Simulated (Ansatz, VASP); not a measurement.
# One calculation of Al, two programs

```
CELL_PARAMETERS angstrom
-0.02046 1.97065 2.04383
2.00266 0.00997 2.01341
2.05929 1.99687 -0.04667
ATOMIC_POSITIONS crystal
Al 0.00000 0.00000 0.00000
```

Alike in both runs: functional r2SCAN; k mesh 6 × 7 × 6; occupations fermi-dirac, width 0.05 eV; no spin polarisation.

|  | VASP | Ansatz |
| --- | --- | --- |
| version | VASP 6.6.1 | Ansatz 0.2.0 |
| potentials or method | VASP PAW PBE potentials, release 64 (Al) | Ansatz PAW |
| plane-wave cutoff (eV) | 520 | 500 |
| valence electrons in the cell | 3 | 3 |
| task | single point | projected density of states |

|  | VASP | Ansatz | Ansatz less VASP |
| --- | --- | --- | --- |
| gap on the k mesh at the Fermi level (eV) | none | none | - |
| pressure (GPa) | -3.8 | -3.5 | +0.29 |
| traceless stress, the component that is largest in VASP (GPa) | 3.83 | 3.84 | +0.008 |

VASP's potentials were made for PBE, not for r2SCAN. A gap of «none» marks a metal or a gap that the smearing closes.

The k mesh is coarse, so the values compare programs but aren't converged.
